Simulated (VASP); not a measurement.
A run of VASP 6.6.1:

INCAR

```
SYSTEM = HfC
  PREC = Accurate
  ENCUT = 600
  EDIFF = 1E-6
  ISMEAR = 0
  SIGMA = 0.05
  LREAL = .FALSE.
  LASPH = .TRUE.
  NELM = 80
  ALGO = Normal
  ISIF = 4
  LWAVE = .FALSE.
  LCHARG = .FALSE.
  GGA = PE
  IBRION = 2
  NSW = 60
  EDIFFG = -0.01
```

KPOINTS

```
Automatic mesh
0
G
  12 12 6
  0 0 0
```

File POSCAR:

```
HfC
1.0
    3.2007558077      0.0000000000      0.0000000000
   -1.6003779038      2.7719358408      0.0000000000
    0.0000000000      0.0000000000      5.6728560477
Hf C
2 2
Direct
    0.0000000000      0.0000000000      0.0000000000
    0.0000000000      0.0000000000      0.5000000000
    0.3333333333      0.6666666667      0.2500000000
    0.6666666667      0.3333333333      0.7500000000
```

Potentials or basis: VASP PAW PBE potentials, release 64 (Hf_pv, C).

The run is started by

```console
$ cat potpaw_PBE.64/Hf_pv/POTCAR potpaw_PBE.64/C/POTCAR > POTCAR
$ mpirun -np 1 vasp_std > vasp.out
```

Hardware: 1 thread of Intel(R) Xeon(R) Platinum 8488C (Sapphire Rapids) (shared host).

**Question.** How long does it take, and how much memory?

**Answer.** It took 77 s on 1 thread of Intel(R) Xeon(R) Platinum 8488C (Sapphire Rapids), with other jobs on the host, peak memory 0.24 GiB. Counts: scf iterations 23, k points 76, ion steps 3.
